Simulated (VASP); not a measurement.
# Bi in VASP: notebook

The runs below take Bi through single point, with LDA.

All numbers are computed with VASP 6.6.1; they aren't measurements. Logs are shortened: lines on timing, memory, paths and dates and some standing lists are left out, and cuts for length are marked.

## (1) The cell of the first run

The cell holds a slab with vacuum, 2 atoms: a = 3.945 Å, b = 3.945 Å, c = 28.000 Å, α = 90.00°, β = 90.00°, γ = 120.00°.

## (2) Single point, LDA

INCAR

```
SYSTEM = Bi
  PREC = Accurate
  ENCUT = 520
  EDIFF = 1E-6
  ISMEAR = 0
  SIGMA = 0.02
  LREAL = .False.
  LASPH = .True.
  NELM = 100
  ALGO = Normal
  ISIF = 2
  LWAVE = .False.
  LCHARG = .False.
  LDIPOL = .True.
  IDIPOL = 3
  DIPOL = 0.5 0.5 0.500
  GGA = CA
  NBANDS = 22
```

KPOINTS

```
regular mesh
0
Gamma
  9 9 1
  0 0 0
```

POSCAR

```
Bi
1.0
    3.9450000000      0.0000000000      0.0000000000
   -1.9725000000      3.4164702179      0.0000000000
    0.0000000000      0.0000000000     28.0000000000
Bi
2
Direct
    0.3333333333      0.6666666667      0.5131250000
    0.6666666667      0.3333333333      0.4868750000
```

Potentials or basis: VASP PAW LDA potentials, release 64 (Bi_d).

The run is started by

```
cat potpaw_LDA.64/Bi_d/POTCAR > POTCAR
mpirun -np 1 vasp_std > vasp.out
```

OUTCAR:

```text
SYSTEM = Bi
   PREC = Accurate
   ENCUT = 520
   EDIFF = 1E-6
   ISMEAR = 0
   LREAL = .False.
   LASPH = .True.
   NELM = 100
   ISIF = 2
   GGA = CA

 ion  position               nearest neighbor table
   1  0.333  0.667  0.513-   2 2.39   2 2.39   2 2.39
   2  0.667  0.333  0.487-   1 2.39   1 2.39   1 2.39

  LATTYP: Found a hexagonal cell.
 ALAT       =     3.9450000000
 C/A-ratio  =     7.0975918885

  Lattice vectors:

 A1 = (   3.9450000000,   0.0000000000,   0.0000000000)
 A2 = (  -1.9725000000,   3.4164702179,   0.0000000000)
 A3 = (   0.0000000000,   0.0000000000,  28.0000000000)

Analysis of symmetry for initial positions (statically):
=====================================================================
 Subroutine PRICEL returns:
 Original cell was already a primitive cell.

 Routine SETGRP: Setting up the symmetry group for a
 hexagonal supercell.

 Subroutine GETGRP returns: Found 12 space group operations
 (whereof 12 operations were pure point group operations)
 out of a pool of 24 trial point group operations.

The static configuration has the point symmetry D_3d.

Analysis of symmetry for dynamics (positions and initial velocities):
=====================================================================
 Subroutine PRICEL returns:
 Original cell was already a primitive cell.

 Routine SETGRP: Setting up the symmetry group for a
 hexagonal supercell.

 Subroutine GETGRP returns: Found 12 space group operations
 (whereof 12 operations were pure point group operations)
 out of a pool of 24 trial point group operations.

The dynamic configuration has the point symmetry D_3d.

 Subroutine INISYM returns: Found 12 space group operations
 (whereof 12 operations are pure point group operations),
 and found     1 'primitive' translations

----------------------------------------------------------------------------------------

                                     Primitive cell

  volume of cell :     377.3833

  direct lattice vectors                    reciprocal lattice vectors
     3.945000000  0.000000000  0.000000000     0.253485425  0.146349878  0.000000000
    -1.972500000  3.416470218  0.000000000     0.000000000  0.292699756  0.000000000
[... 71 lines left out ...]
   NELM   =    100;   NELMIN=  2; NELMDL= -5     # of ELM steps
   EDIFF  = 0.1E-05   stopping-criterion for ELM
   LREAL  =      F    real-space projection
   EDIFFG = 0.1E-04   stopping-criterion for IOM
   NSW    =      0    number of steps for IOM
   IBRION =     -1    ionic relax: 0-MD 1-quasi-New 2-CG
   NFREE  =      0    steps in history (QN), initial steepest desc. (CG)
   ISIF   =      2    stress and relaxation
   ISYM   =      2    0-nonsym 1-usesym 2-fastsym
   POTIM  = 0.5000    time-step for ionic-motion
   TEBEG  =    0.0;   TEEND  =   0.0 temperature during run
   PSTRESS=    0.0 pullay stress
   NELECT =      30.0000    total number of electrons
   NUPDOWN=      -1.0000    fix difference up-down
   EMIN   =  10.00;   EMAX   =-10.00  energy-range for DOS
   EFERMI =   0.00;   METHOD = LEGACY
   ISMEAR =     0;   SIGMA  =   0.02  broadening in eV -4-tet -1-fermi 0-gaus
   EFERMI_NEDOS =   21; number of points for ismear=-14 and -15
   IALGO  =     38    algorithm
   IMIX   =      4    mixing-type and parameters
     AMIX     =   0.40;   BMIX     =  1.00
     AMIX_MAG =   1.60;   BMIX_MAG =  1.00
  volume/ion in A,a.u.               =     188.69      1273.35
  Fermi-wavevector in a.u.,A,eV,Ry     =   0.703916  1.330209  6.741662  0.495498
  Thomas-Fermi vector in A             =   1.789017
   LORBIT       =      0    0 simple, 1 ext, 2 COOP (PROOUT), +10 PAW based schemes
   GGA     = CA    functional components
   LHFCALC =     F    Hartree Fock is set to
   AEXX    =    0.0000 exact exchange contribution
   IVDW    =     0    specifies the selected vdW correction
   LEPSILON=     F    determine dielectric tensor
   LRPA    =     F    only Hartree local field effects (RPA)
 non-spin polarized calculation
 Gauss-broadening in eV      SIGMA  =   0.02
  energy-cutoff  :      520.00
  volume of cell :      377.38
 maximum number of plane-waves:     10263
 NGX is ok and might be reduce to    30
   NGX = 15   NGY = 15   NGZ =105

 number of electron      29.9999995 magnetization

 dipolmoment           0.000000      0.000000     -0.000000 electrons x Angstroem

 Free energy of the ion-electron system (eV)
  ---------------------------------------------------
  ext. energy  EPLUGINS =         0.00000000
  ---------------------------------------------------
  free energy    TOTEN  =        -1.66315033 eV

  energy without entropy =       -1.66315033  energy(sigma->0) =       -1.66315033

 E-fermi :  -1.6771     XC(G=0):  -2.0018

 val. band max:       -1.7528610273   @ k =   0.2222   0.1111   0.0000
 cond. band min:      -1.6030353023   @ k =   0.3333   0.0000   0.0000
 fundamental gap:      0.1498257250
 Fermi energy:        -1.6770559119

 k-point     1 :       0.0000    0.0000    0.0000
  band No.  band energies     occupation
      1     -27.2155      2.00000
      2     -27.2155      2.00000
      3     -26.6983      2.00000
      4     -26.6983      2.00000
      5     -26.2259      2.00000
      6     -25.7780      2.00000
[... 289 lines left out ...]
     21       4.1570      0.00000
     22       5.5503      0.00000

------------------------ aborting loop because EDIFF is reached ----------------------------------------

 vacuum level on the upper side and lower side of the slab       (xc-potential included)        -0.007        -0.007

  FORCE on cell =-STRESS in cart. coord.  units (eV):
  Direction    XX          YY          ZZ          XY          YZ          ZX
  --------------------------------------------------------------------------------------
  -------------------------------------------------------------------------------------
  Total       31.8821805     31.8821805      7.0120287      0.0000000      0.0000000      0.0000000
  in kB      135.3555040    135.3555040     29.7695032      0.0000000      0.0000000      0.0000000
  external PRESSURE =     100.1601704 kB  Pullay stress =       0.0000000 kB

 VOLUME and BASIS-vectors are now :
 -----------------------------------------------------------------------------
  energy-cutoff  :      520.00
  volume of cell :      377.38
      direct lattice vectors                 reciprocal lattice vectors
     3.945000000  0.000000000  0.000000000     0.253485425  0.146349878  0.000000000
    -1.972500000  3.416470218  0.000000000     0.000000000  0.292699756  0.000000000
     0.000000000  0.000000000 28.000000000     0.000000000  0.000000000  0.035714286

 POSITION                                       TOTAL-FORCE (eV/Angst)
 -----------------------------------------------------------------------------------
     -0.00000      2.27765     14.36750        -0.000000      0.000000      9.587893
      1.97250      1.13882     13.63250         0.000000      0.000000     -9.587893
 -----------------------------------------------------------------------------------
    total drift:                                0.000000     -0.000000      0.000000

  FREE ENERGIE OF THE ION-ELECTRON SYSTEM (eV)
  ---------------------------------------------------
  free  energy   TOTEN  =        -1.6631503327 eV

  energy  without entropy=       -1.6631503308  energy(sigma->0) =       -1.66315033

 vacuum level on the upper side and lower side of the slab         1.977         1.977
```

OSZICAR:

```text
N       E                     dE             d eps       ncg     rms          rms(c)
DAV:   1     0.234636121305E+03    0.23464E+03   -0.14146E+04   704   0.102E+03
DAV:   2     0.165885615816E+02   -0.21805E+03   -0.21240E+03   570   0.284E+02
DAV:   3    -0.128808119244E+01   -0.17877E+02   -0.17690E+02   680   0.107E+02
[... 12 lines left out ...]
DAV:  16    -0.166313231771E+01   -0.19771E-04   -0.11573E-06   506   0.593E-03    0.413E-04
DAV:  17    -0.166314407826E+01   -0.11761E-04   -0.66306E-07   440   0.362E-03    0.365E-04
DAV:  18    -0.166314787318E+01   -0.37949E-05   -0.16359E-07   452   0.264E-03    0.143E-04
DAV:  19    -0.166314951114E+01   -0.16380E-05   -0.40632E-08   414   0.851E-04    0.750E-05
DAV:  20    -0.166315033273E+01   -0.82159E-06   -0.25285E-08   428   0.573E-04
   1 F= -.16631503E+01 E0= -.16631503E+01  d E =-.190437E-08
```

stdout:

```text
POSCAR found type information on POSCAR Bi
 POSCAR found :  1 types and       2 ions
 scaLAPACK will be used
 LDA part: xc-table for (Slater(with rela. corr.)+CA(PZ))
 , standard interpolation
 POSCAR, INCAR and KPOINTS ok, starting setup
 FFT: planning ... GRIDC
 FFT: planning ... GRID_SOFT
 FFT: planning ... GRID
 WAVECAR not read
 entering main loop
```

It took 72 s on 1 thread of Intel Xeon 6975P-C (Granite Rapids), shared host; peak memory 0.35 GiB.

Results:

```yaml
Free_energy: -1.6632 eV
Largest_force: 9.588 eV/Å
Band_gap_on_the_k_mesh: zero (bands 15 and 16 overlap by 0.85 eV)
```

Forces on the atoms (eV/Å):
```
Bi   0.000  0.000  9.588
Bi   0.000  0.000 -9.588
```

Caveat: spin-orbit coupling is left out, which moves the levels of the heavy elements.

## (3) Single point, LDA

INCAR

```
ALGO = Normal
DIPOL = 0.5 0.5 0.500
EDIFF = 1E-6
ENCUT = 520
GGA = CA
IDIPOL = 3
ISIF = 2
ISMEAR = 0
LASPH = T
LCHARG = F
LDIPOL = T
LREAL = F
LWAVE = F
NBANDS = 22
NELM = 100
PREC = Accurate
SIGMA = 0.02
```

KPOINTS

```
k-points
0
Gamma
  9 9 1
```

POSCAR

```
Bi
1.0
    3.9450000000      0.0000000000      0.0000000000
   -1.9725000000      3.4164702179      0.0000000000
    0.0000000000      0.0000000000     28.0000000000
Bi
2
Direct
    0.3333333333      0.6666666667      0.5262500000
    0.6666666667      0.3333333333      0.4737500000
```

Potentials or basis: VASP PAW LDA potentials, release 64 (Bi_d).

The run is started by

```
cat potpaw_LDA.64/Bi_d/POTCAR > POTCAR
mpirun -np 1 vasp_std > vasp.out
```

It took 82 s on 1 thread of Intel Xeon 6975P-C (Granite Rapids), shared host; peak memory 0.36 GiB.

The run converged. Its results:

| Property | Result |
| --- | --- |
| Free energy | -7.6807 eV |
| Largest force | 4.351 eV/Å |
| Band gap on the k mesh | 0.91 eV |

Forces in eV/Å, atoms in the order of the input:
```
Bi   0.000  0.000  4.351
Bi   0.000  0.000 -4.351
```

Levels at points of the mesh, in eV from the valence-band top:
```tsv
k point	band 12	band 13	band 14	band 15	band 16	band 17	band 18	band 19
(0.00, 0.00, 0.00)	-7.97	-0.81	0.00	0.00	0.91	3.26	3.26	4.03
```

Caveat: spin-orbit coupling is left out, which moves the levels of the heavy elements.

[end of part 1 of 2]

The gap in the log of VASP goes by the Fermi energy; the results here count the filled bands.